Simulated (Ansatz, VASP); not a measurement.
## Hf2O3 in VASP and in Ansatz

```
Hf O
1.0
     5.03000    0.00000    0.00000
     0.00000    5.03000    0.00000
     0.00000    0.00000    5.03000
Hf O
4 6
Cartesian
  1.2575 1.2575 3.7725
  1.2575 3.7725 1.2575
  3.7725 1.2575 1.2575
  3.7725 3.7725 3.7725
  2.5150 0.0000 0.0000
  2.5150 2.5150 0.0000
  0.0000 2.5150 2.5150
  0.0000 2.5150 0.0000
  0.0000 0.0000 2.5150
  2.5150 0.0000 2.5150
```

Change from the starting cell: built by hand: cubic vacancy-ordered fluorite, Pn-3m (Pn-3m, No. 224).

Alike in both runs: task relaxation of cell and atoms; functional PBE; k mesh 3 × 3 × 3; occupations gaussian, width 0.2 eV; no spin polarisation.

```csv
,VASP,Ansatz
version,VASP 6.6.1,Ansatz 0.2.0
potentials or method,"VASP PAW PBE potentials, release 64 (Hf_pv, O), cutoff 600 eV","scalar-relativistic, plane waves, PAW"
valence electrons in the cell,76,140
```

```csv
,VASP,Ansatz,Ansatz less VASP
"gap on the k mesh at the Fermi level, each at its own relaxed structure (eV)",none,none,-
relaxed volume (Å³/atom),12.65,12.86,+0.213
relaxed cell length with the largest relative difference (Å),5.020,5.048,+0.0280
```

A gap of «none» marks a metal or a gap that the smearing closes. VASP's potentials hold 76 valence electrons a cell and Ansatz's 140, so a difference there can come from the potentials and not from the codes.

The k mesh is coarse, so the values compare programs but aren't converged. Spin-orbit coupling is off throughout.
